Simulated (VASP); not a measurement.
**FePt: single point with PBEsol+D4**

The system is FePt.

```
CELL_PARAMETERS angstrom
2.68179 0.00000 0.00000
0.00000 2.68179 0.00000
0.00000 0.00000 3.68026
ATOMIC_POSITIONS crystal
Pt 0.50000 0.50000 0.50000
Fe 0.00000 0.00000 0.00000
```

```yaml
Program: VASP 6.6.1
Task: single point
Functional: PBEsol
Dispersion: D4
Potentials_or_basis: VASP PAW PBE potentials, release 64 (Pt, Fe)
Cutoff: 520 eV
k_mesh: 10 × 10 × 7
Occupations: fermi-dirac, width 0.05 eV
Spin: collinear spin, ferromagnetic start
Starting_moments: "[0.0, 3.0] μB"
Dipole_correction: no
Further_INCAR_settings: ALGO = Fast; EDIFF = 1e-07; NBANDS = 20
```

The pressure is -0.3 GPa. The net moment is 3.21 μB per cell and the site moments are Pt +0.33; Fe +2.83 μB. The valence electrons inside the program's atomic spheres are Pt 9.52; Fe 7.08 and the dispersion energy per atom is -0.321 eV.

Stress tensor (GPa, compression positive):
```
-0.33  0.00  0.00
 0.00 -0.33  0.00
 0.00  0.00 -0.23
```

Levels at points of the mesh, in eV from the Fermi level:
Spin up:
| k point | band 8 | band 9 | band 10 | band 11 | band 12 | band 13 | band 14 | band 15 |
| --- | --- | --- | --- | --- | --- | --- | --- | --- |
| (0.00, 0.00, 0.00) | -1.87 | -0.44 | -0.27 | -0.27 | 2.17 | 10.16 | 11.93 | 11.93 |
| (0.50, 0.00, 0.00) | -2.47 | -2.08 | -1.67 | 0.30 | 2.22 | 10.63 | 10.81 | 12.92 |
| (0.50, 0.50, 0.00) | -0.35 | -0.35 | 0.69 | 1.58 | 1.58 | 8.04 | 10.58 | 11.00 |
Spin down:
```tsv
k point	band 4	band 5	band 6	band 7	band 8	band 9	band 10	band 11	band 12	band 13
(0.00, 0.00, 0.00)	-2.50	-2.50	-0.88	-0.76	0.53	1.69	1.76	1.76	2.42	11.00
(0.50, 0.00, 0.00)	-3.66	-2.59	-1.41	-1.32	-1.04	0.44	0.69	2.55	2.70	11.45
(0.50, 0.50, 0.00)	-5.06	1.04	1.28	1.67	1.78	1.78	1.83	1.83	1.85	8.87
```

It took 92 s on 1 thread of Oxide Virtual Turin-like Processor, with other jobs on the host, peak memory 0.16 GiB.

Caveat: the PAW data sets were made with another functional, which shifts forces and pressure a little; spin-orbit coupling is left out, which moves the levels of the heavy elements.
